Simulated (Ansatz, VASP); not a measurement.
## One calculation of KBr, two programs

```
K Br
1.0
     0.00000    3.34343    3.34343
     3.34343    0.00000    3.34343
     3.34343    3.34343    0.00000
K Br
1 1
Cartesian
  0.0000 0.0000 0.0000
  3.3434 3.3434 3.3434
```

Alike in both runs: task relaxation of cell and atoms; functional PBEsol; k mesh 7 × 7 × 7; occupations fermi-dirac, width 0.02 eV; no spin polarisation.

|  | VASP | Ansatz |
| --- | --- | --- |
| version | VASP 6.6.1 | Ansatz 0.2.0 |
| potentials or method | VASP PAW PBE potentials, release 64 (K_sv, Br), cutoff 600 eV | all-electron LAPW, scalar-relativistic |

VASP gave:

```
relaxed volume (Å³/atom)                                     : 35.27
relaxed cell length with the largest relative difference (Å) : 4.638
```

**Question.** What did Ansatz give for the same quantities?

**Answer.** Relaxed volume (Å³/atom): 35.14; relaxed cell length with the largest relative difference (Å): 4.632.

VASP's potentials were made for PBE, not for PBEsol. Ansatz ran all-electron here, and VASP with PAW potentials.
